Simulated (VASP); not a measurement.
A run of VASP 6.6.1 is set up as follows.

The input INCAR:

```
PREC     = Accurate       # precision mode
ENCUT    = 520            # plane-wave cutoff, eV
EDIFF    = 1E-6           # SCF threshold, eV
ISMEAR   = 0              # smearing method
SIGMA    = 0.02           # smearing width, eV
LREAL    = Auto         
LASPH    = T              # aspherical terms in the spheres
NELM     = 100            # most SCF steps
ALGO     = Normal         # electronic algorithm
ISIF     = 2              # what is computed and relaxed
LWAVE    = F              # write WAVECAR
LCHARG   = F              # write CHGCAR
GGA      = PE             # functional
IBRION   = 2              # ionic algorithm
NSW      = 80             # ionic steps
EDIFFG   = -0.03          # ionic threshold
NELECT   = 254.0        
NCORE    = 4
```

File KPOINTS:

```
regular mesh
0
Gamma
  1 1 1
```

POSCAR

```
Si62P
1.0
   10.8600000000      0.0000000000      0.0000000000
    0.0000000000     10.8600000000      0.0000000000
    0.0000000000      0.0000000000     10.8600000000
Si P
62 1
Direct
    0.5000000000      0.0000000000      0.0000000000
    0.6250000000      0.1250000000      0.1250000000
    0.7500000000      0.2500000000      0.0000000000
    0.8750000000      0.3750000000      0.1250000000
    0.7500000000      0.0000000000      0.2500000000
    0.8750000000      0.1250000000      0.3750000000
    0.0000000000      0.0000000000      0.0000000000
    0.1250000000      0.1250000000      0.1250000000
    0.2500000000      0.2500000000      0.0000000000
    0.3750000000      0.3750000000      0.1250000000
    0.5000000000      0.5000000000      0.0000000000
    0.6250000000      0.6250000000      0.1250000000
    0.7500000000      0.7500000000      0.0000000000
    0.8750000000      0.8750000000      0.1250000000
    0.2500000000      0.0000000000      0.2500000000
    0.3750000000      0.1250000000      0.3750000000
    0.5000000000      0.2500000000      0.2500000000
    0.6250000000      0.3750000000      0.3750000000
    0.7500000000      0.5000000000      0.2500000000
    0.8750000000      0.6250000000      0.3750000000
    0.5000000000      0.0000000000      0.5000000000
    0.6250000000      0.1250000000      0.6250000000
    0.7500000000      0.2500000000      0.5000000000
    0.8750000000      0.3750000000      0.6250000000
    0.7500000000      0.0000000000      0.7500000000
    0.8750000000      0.1250000000      0.8750000000
    0.0000000000      0.5000000000      0.0000000000
    0.1250000000      0.6250000000      0.1250000000
    0.2500000000      0.7500000000      0.0000000000
    0.3750000000      0.8750000000      0.1250000000
    0.0000000000      0.2500000000      0.2500000000
    0.2500000000      0.5000000000      0.2500000000
    0.3750000000      0.6250000000      0.3750000000
    0.5000000000      0.7500000000      0.2500000000
    0.6250000000      0.8750000000      0.3750000000
    0.0000000000      0.0000000000      0.5000000000
    0.1250000000      0.1250000000      0.6250000000
    0.2500000000      0.2500000000      0.5000000000
    0.3750000000      0.3750000000      0.6250000000
    0.5000000000      0.5000000000      0.5000000000
    0.6250000000      0.6250000000      0.6250000000
    0.7500000000      0.7500000000      0.5000000000
    0.8750000000      0.8750000000      0.6250000000
    0.2500000000      0.0000000000      0.7500000000
    0.3750000000      0.1250000000      0.8750000000
    0.5000000000      0.2500000000      0.7500000000
    0.6250000000      0.3750000000      0.8750000000
    0.7500000000      0.5000000000      0.7500000000
    0.8750000000      0.6250000000      0.8750000000
    0.0000000000      0.7500000000      0.2500000000
    0.1250000000      0.8750000000      0.3750000000
    0.1250000000      0.6250000000      0.6250000000
    0.2500000000      0.7500000000      0.5000000000
    0.3750000000      0.8750000000      0.6250000000
    0.0000000000      0.2500000000      0.7500000000
    0.1250000000      0.3750000000      0.8750000000
    0.2500000000      0.5000000000      0.7500000000
    0.3750000000      0.6250000000      0.8750000000
    0.5000000000      0.7500000000      0.7500000000
    0.6250000000      0.8750000000      0.8750000000
    0.0000000000      0.7500000000      0.7500000000
    0.1250000000      0.8750000000      0.8750000000
    0.0000000000      0.5000000000      0.5000000000
```

Potentials or basis: VASP PAW PBE potentials, release 64 (Si, P).

Run with:

```sh
$ cat potpaw_PBE.64/Si/POTCAR potpaw_PBE.64/P/POTCAR > POTCAR
$ mpirun -np 4 vasp_gam > vasp.out
```

**Question.** What does it give for the energy gained by relaxing?

**Answer.** 3.8 meV/atom.

Forces on the atoms (eV/Å):
```
Si  -0.014  0.014  0.014
Si   0.026  0.003  0.003
Si   0.006 -0.009  0.001
Si   0.004 -0.001 -0.007
Si   0.006  0.001 -0.009
Si   0.004 -0.007 -0.001
Si  -0.013  0.011  0.011
Si  -0.012 -0.008 -0.008
Si   0.003 -0.003 -0.011
Si   0.008  0.012 -0.008
Si  -0.011  0.013  0.011
Si   0.010 -0.011 -0.001
Si   0.000  0.000  0.004
Si   0.011 -0.010 -0.001
Si   0.003 -0.011 -0.003
Si   0.008 -0.008  0.012
Si   0.011 -0.003 -0.003
Si   0.001  0.003  0.003
Si   0.004  0.003  0.006
Si  -0.001  0.001 -0.004
Si  -0.011  0.011  0.013
Si   0.010 -0.001 -0.011
Si   0.004  0.006  0.003
Si  -0.001 -0.004  0.001
Si   0.000  0.004  0.000
Si   0.011 -0.001 -0.010
Si  -0.006  0.006  0.019
Si   0.001 -0.004 -0.007
Si   0.009 -0.006  0.001
Si  -0.003 -0.026  0.003
Si   0.012  0.010  0.010
Si  -0.010 -0.012  0.010
Si   0.007 -0.004 -0.001
Si  -0.001 -0.006 -0.009
Si  -0.015  0.015 -0.009
Si  -0.006  0.019  0.006
Si   0.001 -0.007 -0.004
Si  -0.010  0.010 -0.012
Si   0.007 -0.001 -0.004
Si  -0.019  0.006  0.006
Si   0.007 -0.009 -0.009
Si  -0.014  0.014 -0.001
Si   0.009 -0.007 -0.009
Si   0.009  0.001 -0.006
Si  -0.003  0.003 -0.026
Si  -0.001 -0.009 -0.006
Si  -0.015 -0.009  0.015
Si  -0.014 -0.001  0.014
Si   0.009 -0.009 -0.007
Si  -0.003 -0.004  0.006
Si  -0.003 -0.001  0.003
Si   0.004  0.001  0.001
Si  -0.006 -0.004  0.003
Si   0.001 -0.010 -0.011
Si  -0.003  0.006 -0.004
Si  -0.003  0.003 -0.001
Si  -0.006  0.003 -0.004
Si   0.001 -0.011 -0.010
Si  -0.004  0.000  0.000
Si   0.006 -0.006 -0.006
Si   0.001  0.014  0.014
Si   0.009  0.015  0.015
P   -0.013  0.013  0.013
```

Caveat: the k points lie up to 0.58 Å⁻¹ apart; the cell carries a net charge on a neutralising background, which shifts energy and pressure.
